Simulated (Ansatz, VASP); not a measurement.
## One calculation of KTaO3, two programs

INCAR

```
PREC = Accurate
ENCUT = 520
EDIFF = 1E-8
ISMEAR = -1
SIGMA = 0.01
LREAL = False
LASPH = True
NELM = 80
ALGO = Normal
ISIF = 2
LWAVE = False
LCHARG = False
GGA = PE
LEFG = True
NBANDS = 27
```

Contents of KPOINTS:

```
regular mesh
0
Gamma
  5 5 5
```

POSCAR

```
KTaO3
1.0
    3.9068832774      0.0000000000      0.0000000000
    0.0000000000      3.9068832774      0.0000000000
    0.0000000000      0.0000000000      3.9068832774
K Ta O
1 1 3
Direct
    0.5000000000      0.5000000000      0.5000000000
    0.0000000000      0.0000000000      0.0000000000
    0.5000000000      0.0000000000      0.0000000000
    0.0000000000      0.5000000000      0.0000000000
    0.0000000000      0.0000000000      0.5000000000
```

Input for Ansatz:

```yaml
crystal:
  lattice:
    - [3.9068832774, 0.0, 0.0]
    - [0.0, 3.9068832774, 0.0]
    - [0.0, 0.0, 3.9068832774]
  atoms:
    - { symbol: K, position: [0.5, 0.5, 0.5] }
    - { symbol: Ta, position: [0.0, 0.0, 0.0] }
    - { symbol: O, position: [0.5, 0.0, 0.0] }
    - { symbol: O, position: [0.0, 0.5, 0.0] }
    - { symbol: O, position: [0.0, 0.0, 0.5] }
kpoints:
  mp_grid: { grid: [5, 5, 5] }
scf:
  occupations: { method: fermi_dirac, width: 0.01 }
hamiltonian:
  xc: pbe
  pseudopotentials: { kind: all_electron, datasets: crystal }
output:
  forces: true
  stress: true
  eigenvalues: true
  efg: { contact_densities: true }
```

Change from the starting cell: volume scaled by 0.94, crystal datasets.

Alike in both runs: task electric field gradients; functional PBE; k mesh 5 × 5 × 5; occupations fermi-dirac, width 0.01 eV; no spin polarisation.

```csv
,VASP,Ansatz
version,VASP 6.6.1,Ansatz 0.2.0
potentials or method,"VASP PAW PBE potentials, release 64 (K_sv, Ta_pv, O), cutoff 520 eV","all-electron PAW with datasets made for the crystal, scalar-relativistic"
```

Ansatz gave:

| Quantity | Value |
| --- | --- |
| gap on the k mesh at the Fermi level (eV) | 2.48 |
| pressure (GPa) | 20.4 |
| size of Vzz on the site where it differs most (V/Å²) | 11.9 |

**Question.** Which values does VASP return?

**Answer.** gap on the k mesh at the Fermi level (eV): 2.43; pressure (GPa): 21.4; size of Vzz on the site where it differs most (V/Å²): 10.3.

Ansatz ran all-electron here, and VASP with PAW potentials.

Neither program's run includes spin-orbit coupling.
